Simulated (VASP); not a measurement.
# NaCl (Pm-3m) in VASP: single point with PBE

Aim: the single point of NaCl with PBE.

Program: VASP 6.6.1. These are calculated values, not measurements. Logs are shortened: lines on timing, memory, paths and dates and some standing lists are left out, and cuts for length are marked.

## Step 1: The cell of the first run

The structure is cubic, space group Pm-3m (No. 221). Conventional cell: a = 2.860 Å, b = 2.860 Å, c = 2.860 Å, α = 90.00°, β = 90.00°, γ = 90.00°. Na (site symmetry m-3m) has 8 Cl at 2.48 Å and 6 Na at 2.86 Å within 3.3 Å. Within 3.3 Å of Cl (site symmetry m-3m) lie 8 Na at 2.48 Å and 6 Cl at 2.86 Å.

## Step 2: Single point, PBE

The input, INCAR:

```
SYSTEM = NaCl
PREC = Accurate ; ENCUT = 520
EDIFF = 1E-6 ; ISMEAR = 1
SIGMA = 0.15 ; LREAL = .False.
LASPH = .True. ; NELM = 60
ALGO = Normal ; ISIF = 2
LWAVE = .False. ; LCHARG = .False.
GGA = PE ; NBANDS = 14
```

The input, KPOINTS:

```
regular mesh
0
Gamma
  8 8 8
  0 0 0
```

The input, POSCAR:

```
NaCl
1.0
    2.8600000000      0.0000000000      0.0000000000
    0.0000000000      2.8600000000      0.0000000000
    0.0000000000      0.0000000000      2.8600000000
Na Cl
1 1
Direct
    0.0000000000      0.0000000000      0.0000000000
    0.5000000000      0.5000000000      0.5000000000
```

Potentials or basis: VASP PAW PBE potentials, release 64 (Na_pv, Cl).

On the command line:

```bash
$ cat potpaw_PBE.64/Na_pv/POTCAR potpaw_PBE.64/Cl/POTCAR > POTCAR
$ mpirun -np 1 vasp_std > vasp.out
```

OUTCAR:

```text
SYSTEM = NaCl
   PREC = Accurate
   ENCUT = 520
   EDIFF = 1E-6
   ISMEAR = 1
   LREAL = .False.
   LASPH = .True.
   NELM = 60
   ISIF = 2
   GGA = PE

 ion  position               nearest neighbor table
   1  0.000  0.000  0.000-   2 2.48   2 2.48   2 2.48   2 2.48   2 2.48   2 2.48   2 2.48   2 2.48

   2  0.500  0.500  0.500-   1 2.48   1 2.48   1 2.48   1 2.48   1 2.48   1 2.48   1 2.48   1 2.48

  LATTYP: Found a simple cubic cell.
 ALAT       =     2.8600000000

  Lattice vectors:

 A1 = (   2.8600000000,   0.0000000000,   0.0000000000)
 A2 = (   0.0000000000,   2.8600000000,   0.0000000000)
 A3 = (   0.0000000000,   0.0000000000,   2.8600000000)

Analysis of symmetry for initial positions (statically):
=====================================================================
 Subroutine PRICEL returns:
 Original cell was already a primitive cell.

 Routine SETGRP: Setting up the symmetry group for a
 simple cubic supercell.

 Subroutine GETGRP returns: Found 48 space group operations
 (whereof 48 operations were pure point group operations)
 out of a pool of 48 trial point group operations.

The static configuration has the point symmetry O_h .

Analysis of symmetry for dynamics (positions and initial velocities):
=====================================================================
 Subroutine PRICEL returns:
 Original cell was already a primitive cell.

 Routine SETGRP: Setting up the symmetry group for a
 simple cubic supercell.

 Subroutine GETGRP returns: Found 48 space group operations
 (whereof 48 operations were pure point group operations)
 out of a pool of 48 trial point group operations.

The dynamic configuration has the point symmetry O_h .

 Subroutine INISYM returns: Found 48 space group operations
 (whereof 48 operations are pure point group operations),
 and found     1 'primitive' translations

----------------------------------------------------------------------------------------

                                     Primitive cell

  volume of cell :      23.3937

  direct lattice vectors                    reciprocal lattice vectors
     2.860000000  0.000000000  0.000000000     0.349650350  0.000000000  0.000000000
     0.000000000  2.860000000  0.000000000     0.000000000  0.349650350  0.000000000
     0.000000000  0.000000000  2.860000000     0.000000000  0.000000000  0.349650350

  length of vectors
     2.860000000  2.860000000  2.860000000     0.349650350  0.349650350  0.349650350

  position of ions in fractional coordinates (direct lattice)
     0.000000000  0.000000000  0.000000000
     0.500000000  0.500000000  0.500000000

  ion indices of the primitive-cell ions
[... 83 lines left out ...]
   POTIM  = 0.5000    time-step for ionic-motion
   TEBEG  =    0.0;   TEEND  =   0.0 temperature during run
   PSTRESS=    0.0 pullay stress
   NELECT =      14.0000    total number of electrons
   NUPDOWN=      -1.0000    fix difference up-down
   EMIN   =  10.00;   EMAX   =-10.00  energy-range for DOS
   EFERMI =   0.00;   METHOD = LEGACY
   ISMEAR =     1;   SIGMA  =   0.15  broadening in eV -4-tet -1-fermi 0-gaus
   EFERMI_NEDOS =   21; number of points for ismear=-14 and -15
   IALGO  =     38    algorithm
   IMIX   =      4    mixing-type and parameters
     AMIX     =   0.40;   BMIX     =  1.00
     AMIX_MAG =   1.60;   BMIX_MAG =  1.00
  volume/ion in A,a.u.               =      11.70        78.93
  Fermi-wavevector in a.u.,A,eV,Ry     =   1.379595  2.607056 25.895713  1.903281
  Thomas-Fermi vector in A             =   2.504550
   LORBIT       =      0    0 simple, 1 ext, 2 COOP (PROOUT), +10 PAW based schemes
   GGA     = PE    functional components
   LHFCALC =     F    Hartree Fock is set to
   AEXX    =    0.0000 exact exchange contribution
   IVDW    =     0    specifies the selected vdW correction
   LEPSILON=     F    determine dielectric tensor
   LRPA    =     F    only Hartree local field effects (RPA)
 non-spin polarized calculation
 Methfessel and Paxton  Order N= 1 SIGMA  =   0.15
  energy-cutoff  :      520.00
  volume of cell :       23.39
 maximum number of plane-waves:       647
 NGX is ok and might be reduce to    24
   NGX = 11   NGY = 11   NGZ = 11

 number of electron      13.9999997 magnetization

 Free energy of the ion-electron system (eV)
  ---------------------------------------------------
  ext. energy  EPLUGINS =         0.00000000
  ---------------------------------------------------
  free energy    TOTEN  =        -4.19949322 eV

  energy without entropy =       -4.19989843  energy(sigma->0) =       -4.19962829

 E-fermi :   6.8738     XC(G=0): -11.3704

 val. band max:        6.8068153476   @ k =   0.5000   0.5000   0.0000
 cond. band min:      11.2233425066   @ k =   0.5000   0.5000   0.0000
 fundamental gap:      4.4165271590
 Fermi energy:         6.8738342091

 k-point     1 :       0.0000    0.0000    0.0000
  band No.  band energies     occupation
      1     -15.8943      2.00000
      2     -15.8943      2.00000
      3     -15.8943      2.00000
      4     -10.1684      2.00000
      5       5.5486      2.00000
      6       5.5486      2.00000
      7       5.5486      2.00000
      8      13.4866      0.00000
      9      13.4866      0.00000
     10      14.2502      0.00000
     11      24.6378      0.00000
     12      24.6378      0.00000
     13      24.6378      0.00000
     14      29.3419      0.00000
[... 377 lines left out ...]
      1     -16.1629      2.00000
      2     -16.0986      2.00000
      3     -15.8714      2.00000
      4      -7.7648      2.00000
      5       1.2865      2.00000
      6       2.0778      2.00000
      7       5.7734      2.00000
      8      12.1701      0.00000
      9      17.4901      0.00000
     10      17.9949      0.00000
     11      18.9192      0.00000
     12      24.0939      0.00000
     13      24.5890      0.00000
     14      28.4841      0.00000

 [... further k-points ...]
[... 5 lines left out ...]
  --------------------------------------------------------------------------------------
  -------------------------------------------------------------------------------------
  Total        9.5112139      9.5112139      9.5112139      0.0000000     -0.0000000      0.0000000
  in kB      651.4010130    651.4010130    651.4010130      0.0000000     -0.0000000      0.0000000
  external PRESSURE =     651.4010130 kB  Pullay stress =       0.0000000 kB

 VOLUME and BASIS-vectors are now :
 -----------------------------------------------------------------------------
  energy-cutoff  :      520.00
  volume of cell :       23.39
      direct lattice vectors                 reciprocal lattice vectors
     2.860000000  0.000000000  0.000000000     0.349650350  0.000000000  0.000000000
     0.000000000  2.860000000  0.000000000     0.000000000  0.349650350  0.000000000
     0.000000000  0.000000000  2.860000000     0.000000000  0.000000000  0.349650350

 POSITION                                       TOTAL-FORCE (eV/Angst)
 -----------------------------------------------------------------------------------
      0.00000      0.00000      0.00000         0.000000      0.000000      0.000000
      1.43000      1.43000      1.43000         0.000000      0.000000      0.000000
 -----------------------------------------------------------------------------------
    total drift:                                0.000000     -0.000000     -0.000000

  FREE ENERGIE OF THE ION-ELECTRON SYSTEM (eV)
  ---------------------------------------------------
  free  energy   TOTEN  =        -4.1994932240 eV

  energy  without entropy=       -4.1998984298  energy(sigma->0) =       -4.19962829
```

OSZICAR:

```text
N       E                     dE             d eps       ncg     rms          rms(c)
DAV:   1     0.106030976545E+03    0.10603E+03   -0.73550E+03   998   0.121E+03
DAV:   2     0.117167805292E+01   -0.10486E+03   -0.96487E+02  1094   0.322E+02
DAV:   3    -0.444873597712E+01   -0.56204E+01   -0.55852E+01  1298   0.666E+01
DAV:   4    -0.451427685833E+01   -0.65541E-01   -0.65519E-01  1100   0.724E+00
DAV:   5    -0.451515033883E+01   -0.87348E-03   -0.87347E-03  1316   0.890E-01    0.581E+00
DAV:   6    -0.425360972036E+01    0.26154E+00   -0.22613E-01  1308   0.578E+00    0.391E+00
DAV:   7    -0.420057239409E+01    0.53037E-01   -0.13556E-01  1324   0.382E+00    0.184E+00
DAV:   8    -0.419962318049E+01    0.94921E-03   -0.10362E-02  1076   0.115E+00    0.329E-01
DAV:   9    -0.419948207327E+01    0.14111E-03   -0.25664E-04  1282   0.275E-01    0.771E-02
DAV:  10    -0.419949143931E+01   -0.93660E-05   -0.40159E-05  1264   0.121E-01    0.294E-02
DAV:  11    -0.419949292923E+01   -0.14899E-05   -0.52805E-06  1196   0.233E-02    0.794E-03
DAV:  12    -0.419949322399E+01   -0.29476E-06   -0.39076E-07   850   0.592E-03
   1 F= -.41994932E+01 E0= -.41996283E+01  d E =0.405206E-03
```

It took 5.9 s on 1 thread of Intel Xeon Platinum 8259CL at 2.50GHz (Skylake/Cascade Lake), shared host; peak memory 0.13 GiB.

What came out:

```yaml
Free_energy: -4.1995 eV
Pressure: 65.1 GPa
Band_gap_on_the_k_mesh: 4.42 eV, direct
```
